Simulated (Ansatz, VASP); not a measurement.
**Two plane-wave programs on Mo**

```
Mo
1.0
    -1.57100    1.57100    1.68883
     1.57100   -1.57100    1.68883
     1.57100    1.57100   -1.68883
Mo
1
Cartesian
  0.0000 0.0000 0.0000
```

Change from the starting cell: strain +0.0750 x Voigt [0, 0, 1, 0, 0, 0], atoms carried along.

Alike in both runs: task single point; functional PBE; k mesh 22 × 22 × 22; occupations gaussian, width 0.15 eV; no spin polarisation.

|  | VASP | Ansatz |
| --- | --- | --- |
| version | VASP 6.6.1 | Ansatz 0.2.0 |
| potentials or method | VASP PAW PBE potentials, release 64 (Mo_sv), cutoff 520 eV | scalar-relativistic, plane waves, PAW |
| valence electrons in the cell | 14 | 14 |

Ansatz gave:

```
gap on the k mesh at the Fermi level (eV)                     : none
pressure (GPa)                                                : -12.0
traceless stress, the component that is largest in VASP (GPa) : -11.60
```

What did VASP give for the same quantities?

gap on the k mesh at the Fermi level (eV): none; pressure (GPa): -11.5; traceless stress, the component that is largest in VASP (GPa): -11.59.

A gap of «none» marks a metal or a gap that the smearing closes. With one functional, cell and mesh, what is left measures potentials, basis and numerics.
